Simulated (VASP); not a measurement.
# Re (Pm-3m) in VASP: a series of runs

Runs on Re. Level: PBEsol. Tasks: single point, relaxation of cell and atoms.

Program: VASP 6.6.1. These are calculated values, not measurements. Logs are shortened: lines on timing, memory, paths and dates and some standing lists are left out, and cuts for length are marked.

## 1. The cell of the first run

The structure is cubic, space group Pm-3m (No. 221). Conventional cell: a = 2.552 Å, b = 2.552 Å, c = 2.552 Å, α = 90.00°, β = 90.00°, γ = 90.00°. Within 3.4 Å of Re (site symmetry m-3m) lie 6 Re at 2.55 Å.

## 2. Single point, PBEsol

INCAR reads:

```
  PREC = Accurate
  ENCUT = 520
  EDIFF = 1E-6
  ISMEAR = -1
  SIGMA = 0.1
  LREAL = F
  LASPH = T
  NELM = 80
  ALGO = Normal
  ISIF = 2
  LWAVE = F
  LCHARG = F
  GGA = PS
  NBANDS = 10
```

KPOINTS reads:

```
regular mesh
0
Gamma
  15 15 15
```

POSCAR reads:

```
Re
1.0
    2.5519035388      0.0000000000      0.0000000000
    0.0000000000      2.5519035388      0.0000000000
    0.0000000000      0.0000000000      2.5519035388
Re
1
Direct
    0.0000000000      0.0000000000      0.0000000000
```

Potentials or basis: VASP PAW PBE potentials, release 64 (Re).

Run with:

```sh
cat potpaw_PBE.64/Re/POTCAR > POTCAR
mpirun -np 1 vasp_std > vasp.out
```

OUTCAR:

```text
PREC = Accurate
   ENCUT = 520
   EDIFF = 1E-6
   ISMEAR = -1
   LREAL = F
   LASPH = T
   NELM = 80
   ISIF = 2
   GGA = PS

 ion  position               nearest neighbor table
   1  0.000  0.000  0.000-

  LATTYP: Found a simple cubic cell.
 ALAT       =     2.5519035388

  Lattice vectors:

 A1 = (   2.5519035388,   0.0000000000,   0.0000000000)
 A2 = (   0.0000000000,   2.5519035388,   0.0000000000)
 A3 = (   0.0000000000,   0.0000000000,   2.5519035388)

Analysis of symmetry for initial positions (statically):
=====================================================================
 Subroutine PRICEL returns:
 Original cell was already a primitive cell.

 Routine SETGRP: Setting up the symmetry group for a
 simple cubic supercell.

 Subroutine GETGRP returns: Found 48 space group operations
 (whereof 48 operations were pure point group operations)
 out of a pool of 48 trial point group operations.

The static configuration has the point symmetry O_h .

Analysis of symmetry for dynamics (positions and initial velocities):
=====================================================================
 Subroutine PRICEL returns:
 Original cell was already a primitive cell.

 Routine SETGRP: Setting up the symmetry group for a
 simple cubic supercell.

 Subroutine GETGRP returns: Found 48 space group operations
 (whereof 48 operations were pure point group operations)
 out of a pool of 48 trial point group operations.

The dynamic configuration has the point symmetry O_h .

 Subroutine INISYM returns: Found 48 space group operations
 (whereof 48 operations are pure point group operations),
 and found     1 'primitive' translations

----------------------------------------------------------------------------------------

                                     Primitive cell

  volume of cell :      16.6185

  direct lattice vectors                    reciprocal lattice vectors
     2.551903539  0.000000000  0.000000000     0.391864342  0.000000000  0.000000000
     0.000000000  2.551903539  0.000000000     0.000000000  0.391864342  0.000000000
     0.000000000  0.000000000  2.551903539     0.000000000  0.000000000  0.391864342

  length of vectors
     2.551903539  2.551903539  2.551903539     0.391864342  0.391864342  0.391864342

  position of ions in fractional coordinates (direct lattice)
     0.000000000  0.000000000  0.000000000

  ion indices of the primitive-cell ions
   primitive index   ion index
                 1           1
[... 71 lines left out ...]
   NELM   =     80;   NELMIN=  2; NELMDL= -5     # of ELM steps
   EDIFF  = 0.1E-05   stopping-criterion for ELM
   LREAL  =      F    real-space projection
   EDIFFG = 0.1E-04   stopping-criterion for IOM
   NSW    =      0    number of steps for IOM
   IBRION =     -1    ionic relax: 0-MD 1-quasi-New 2-CG
   NFREE  =      0    steps in history (QN), initial steepest desc. (CG)
   ISIF   =      2    stress and relaxation
   ISYM   =      2    0-nonsym 1-usesym 2-fastsym
   POTIM  = 0.5000    time-step for ionic-motion
   TEBEG  =    0.0;   TEEND  =   0.0 temperature during run
   PSTRESS=    0.0 pullay stress
   NELECT =       7.0000    total number of electrons
   NUPDOWN=      -1.0000    fix difference up-down
   EMIN   =  10.00;   EMAX   =-10.00  energy-range for DOS
   EFERMI =   0.00;   METHOD = LEGACY
   ISMEAR =    -1;   SIGMA  =   0.10  broadening in eV -4-tet -1-fermi 0-gaus
   EFERMI_NEDOS =   21; number of points for ismear=-14 and -15
   IALGO  =     38    algorithm
   IMIX   =      4    mixing-type and parameters
     AMIX     =   0.40;   BMIX     =  1.00
     AMIX_MAG =   1.60;   BMIX_MAG =  1.00
  volume/ion in A,a.u.               =      16.62       112.15
  Fermi-wavevector in a.u.,A,eV,Ry     =   1.227185  2.319043 20.490132  1.505982
  Thomas-Fermi vector in A             =   2.362158
   LORBIT       =      0    0 simple, 1 ext, 2 COOP (PROOUT), +10 PAW based schemes
   GGA     = PS    functional components
   LHFCALC =     F    Hartree Fock is set to
   AEXX    =    0.0000 exact exchange contribution
   IVDW    =     0    specifies the selected vdW correction
   LEPSILON=     F    determine dielectric tensor
   LRPA    =     F    only Hartree local field effects (RPA)
 non-spin polarized calculation
  energy-cutoff  :      520.00
  volume of cell :       16.62
 maximum number of plane-waves:       462
 NGX is ok and might be reduce to    20
   NGX =  9   NGY =  9   NGZ =  9

 number of electron       6.9999999 magnetization

 Free energy of the ion-electron system (eV)
  ---------------------------------------------------
  ext. energy  EPLUGINS =         0.00000000
  ---------------------------------------------------
  free energy    TOTEN  =       -11.94397128 eV

  energy without entropy =      -11.90203004  energy(sigma->0) =      -11.92300066

 E-fermi :   6.8925     XC(G=0): -13.0112

 val. band max:        6.8802837823   @ k =   0.4000   0.3333   0.0667
 cond. band min:       6.9064147166   @ k =   0.4667   0.4667   0.0667
 fundamental gap:      0.0261309343
 Fermi energy:         6.8925456592

 k-point     1 :       0.0000    0.0000    0.0000
  band No.  band energies     occupation
      1      -2.6070      2.00000
      2       1.2869      2.00000
      3       1.2869      2.00000
      4      10.4793      0.00000
      5      10.4793      0.00000
      6      10.4793      0.00000
      7      22.3746      0.00000
      8      22.3746      0.00000
      9      22.3746      0.00000
     10      28.4780      0.00000
[... 287 lines left out ...]
 k-point    24 :       0.3333    0.2000    0.0000
  band No.  band energies     occupation
      1       0.9062      2.00000
      2       2.8711      2.00000
      3       4.4777      2.00000
      4       7.2685      0.04551
      5       7.6655      0.00088
      6       9.3416      0.00000
      7      16.8850      0.00000
      8      21.9625      0.00000
      9      25.1957      0.00000
     10      29.9309      0.00000

 [... further k-points ...]
[... 5 lines left out ...]
  --------------------------------------------------------------------------------------
  -------------------------------------------------------------------------------------
  Total       -0.0768994     -0.0768994     -0.0768994      0.0000000      0.0000000     -0.0000000
  in kB       -7.4138010     -7.4138010     -7.4138010      0.0000000      0.0000000     -0.0000000
  external PRESSURE =      -7.4138010 kB  Pullay stress =       0.0000000 kB

 VOLUME and BASIS-vectors are now :
 -----------------------------------------------------------------------------
  energy-cutoff  :      520.00
  volume of cell :       16.62
      direct lattice vectors                 reciprocal lattice vectors
     2.551903539  0.000000000  0.000000000     0.391864342  0.000000000  0.000000000
     0.000000000  2.551903539  0.000000000     0.000000000  0.391864342  0.000000000
     0.000000000  0.000000000  2.551903539     0.000000000  0.000000000  0.391864342

 POSITION                                       TOTAL-FORCE (eV/Angst)
 -----------------------------------------------------------------------------------
      0.00000      0.00000      0.00000         0.000000      0.000000      0.000000
 -----------------------------------------------------------------------------------
    total drift:                                0.000000      0.000000      0.000000

  FREE ENERGIE OF THE ION-ELECTRON SYSTEM (eV)
  ---------------------------------------------------
  free  energy   TOTEN  =       -11.9439712805 eV

  energy  without entropy=      -11.9020300402  energy(sigma->0) =      -11.92300066
```

stdout:

```text
POSCAR found type information on POSCAR Re
 POSCAR found :  1 types and       1 ions
 scaLAPACK will be used
 -----------------------------------------------------------------------------
|                                                                             |
|                                                                             |
|     You enforced a specific xc type in the INCAR file but a different       |
|     I HOPE YOU KNOW WHAT YOU ARE DOING!                                     |
|                                                                             |
 -----------------------------------------------------------------------------

 LDA part: xc-table for (Slater+PW92), standard interpolation
 POSCAR, INCAR and KPOINTS ok, starting setup
 FFT: planning ... GRIDC
 FFT: planning ... GRID_SOFT
 FFT: planning ... GRID
 WAVECAR not read
 entering main loop
```

Wall time 6.3 s (1 thread of Intel Xeon 6975P-C (Granite Rapids), shared host); peak memory 0.14 GiB.

What came out:

```yaml
Free_energy: -11.9440 eV
Pressure: -0.7 GPa
```

Levels at points of the mesh, in eV from the Fermi level:
```csv
k point,band 1,band 2,band 3,band 4,band 5,band 6,band 7,band 8
"(0.00, 0.00, 0.00)",-9.50,-5.61,-5.61,3.59,3.59,3.59,15.48,15.48
```

Caveat: the PAW data sets were made with another functional, which shifts forces and pressure a little; spin-orbit coupling is left out, which moves the levels of the heavy elements.

## 3. Single point, PBEsol

INCAR reads:

```
SYSTEM = Re
  PREC = Accurate
  ENCUT = 520
  EDIFF = 1E-7
  ISMEAR = -1
  SIGMA = 0.1
  LREAL = .False.
  LASPH = .True.
  NELM = 60
  ALGO = Normal
  ISIF = 2
  LWAVE = .False.
  LCHARG = .False.
  GGA = PS
  NBANDS = 10
```

KPOINTS reads:

```
Automatic mesh
0
Gamma
  15 15 15
  0 0 0
```

POSCAR is that of step 2.

Potentials or basis: VASP PAW PBE potentials, release 64 (Re).

Run with:

```sh
cat potpaw_PBE.64/Re/POTCAR > POTCAR
mpirun -np 1 vasp_std > vasp.out
```

It took 6.6 s on 1 thread of Intel Xeon 6975P-C (Granite Rapids), shared host; peak memory 0.14 GiB.

The run converged. Its results:

```
Free energy : -11.9440 eV
Pressure    : -0.7 GPa
```

Levels at points of the mesh, in eV from the Fermi level:
| k point | band 1 | band 2 | band 3 | band 4 | band 5 | band 6 |
| --- | --- | --- | --- | --- | --- | --- |
| (0.00, 0.00, 0.00) | -9.50 | -5.61 | -5.61 | 3.59 | 3.59 | 3.59 |

Caveat: the PAW data sets were made with another functional, which shifts forces and pressure a little; spin-orbit coupling is left out, which moves the levels of the heavy elements.

## 4. Relaxation of cell and atoms, PBEsol

This run uses another cell than the first one, of 15.72 Å³/atom, 0.946 times its volume.

INCAR reads:

```
SYSTEM = Re
ALGO = Normal
EDIFF = 1E-6
EDIFFG = -0.005
ENCUT = 600
GGA = PS
IBRION = 2
ISIF = 3
ISMEAR = -1
LASPH = .TRUE.
LCHARG = .FALSE.
LREAL = .FALSE.
LWAVE = .FALSE.
NELM = 80
NSW = 60
PREC = Accurate
SIGMA = 0.1
```

KPOINTS reads:

```
k-points
0
G
  15 15 15
  0 0 0
```

POSCAR reads:

```
Re
1.0
    2.5050819293      0.0000000000      0.0000000000
    0.0000000000      2.5050819293      0.0000000000
    0.0000000000      0.0000000000      2.5050819293
Re
1
Direct
    0.0000000000      0.0000000000      0.0000000000
```

Run with:

```sh
cat potpaw_PBE.64/Re/POTCAR > POTCAR
mpirun -np 1 vasp_std > vasp.out
```

Wall time 13 s (1 thread of Intel Xeon 6975P-C (Granite Rapids), shared host); peak memory 0.14 GiB.

The run converged. Its results:

```yaml
Free_energy: -11.9441 eV
Relaxed_volume: 16.58 Å³/atom
Relaxed_cell: a = 2.550 Å, b = 2.550 Å, c = 2.550 Å, α = 90.00°, β = 90.00°, γ = 90.00°
Space_group_after_relaxing_to_0.05_Å: Pm-3m (No. 221)
Energy_gained_by_relaxing: 42.9 meV/atom
Ionic_steps: 4
Pressure_after_relaxing: 0.0 GPa
```

Step by step:
```
step  energy change (eV)  largest force (eV/Å)  pressure (GPa)  volume (Å³)
   1              0.0000                0.0000           16.85        15.72
   2              0.3558                0.0000          -33.80        19.79
   3             -0.0427                0.0000           -1.22        16.65
   4             -0.0429                0.0000           -0.02        16.58
```

Final structure:
```xyz
1
Lattice="2.5499 0.0000 0.0000 0.0000 2.5499 0.0000 0.0000 0.0000 2.5499" Properties=species:S:1:pos:R:3 pbc="T T T"
Re    0.0000    0.0000    0.0000
```

Levels at points of the mesh, in eV from the Fermi level:
| k point | band 1 | band 2 | band 3 | band 4 | band 5 | band 6 |
| --- | --- | --- | --- | --- | --- | --- |
| (0.00, 0.00, 0.00) | -9.52 | -5.62 | -5.62 | 3.60 | 3.60 | 3.60 |

Caveat: the PAW data sets were made with another functional, which shifts forces and pressure a little; spin-orbit coupling is left out, which moves the levels of the heavy elements.

(Part 1 of 2 ends here.)
